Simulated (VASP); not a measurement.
Write the native input for VASP 6.6.1 that does the following.

| Quantity | Value |
| --- | --- |
| Task | single point |
| Functional | PBEsol |
| Potentials or basis | VASP PAW PBE potentials, release 64 (Al, Ni) |
| Cutoff | 520 eV |
| k mesh | 12 × 12 × 12 |
| Occupations | gaussian, width 0.1 eV |
| Spin | no spin polarisation |
| Dipole correction | no |
| Further INCAR settings | ALGO = Fast; EDIFF = 1e-06; NBANDS = 14 |

The structure of AlNi lies in POSCAR:

```
AlNi
1.0
    2.8621655518      0.0000000000      0.0000000000
    0.0000000000      2.8621655518      0.0000000000
    0.0000000000      0.0000000000      2.8621655518
Al Ni
1 1
Direct
    0.0000000000      0.0000000000      0.0000000000
    0.5000000000      0.5000000000      0.5000000000
```

One way to write it, as run:

INCAR

```
SYSTEM = AlNi
  PREC = Accurate
  ENCUT = 520
  EDIFF = 1E-6
  ISMEAR = 0
  SIGMA = 0.1
  LREAL = .False.
  LASPH = .True.
  NELM = 100
  ALGO = Fast
  ISIF = 2
  LWAVE = .False.
  LCHARG = .False.
  GGA = PS
  NBANDS = 14
```

KPOINTS

```
Automatic mesh
0
Gamma
  12 12 12
  0 0 0
```

Potentials or basis: VASP PAW PBE potentials, release 64 (Al, Ni).

Command:

```console
$ cat potpaw_PBE.64/Al/POTCAR potpaw_PBE.64/Ni/POTCAR > POTCAR
$ mpirun -np 1 vasp_std > vasp.out
```

Results of the run:

```json
{
  "Pressure": "-0.2 GPa"
}
```

Caveat: the PAW data sets were made with another functional, which shifts forces and pressure a little.

Run time: 52 s on 1 thread of Intel Xeon 8259CL, with other jobs on the host, peak memory 0.12 GiB.
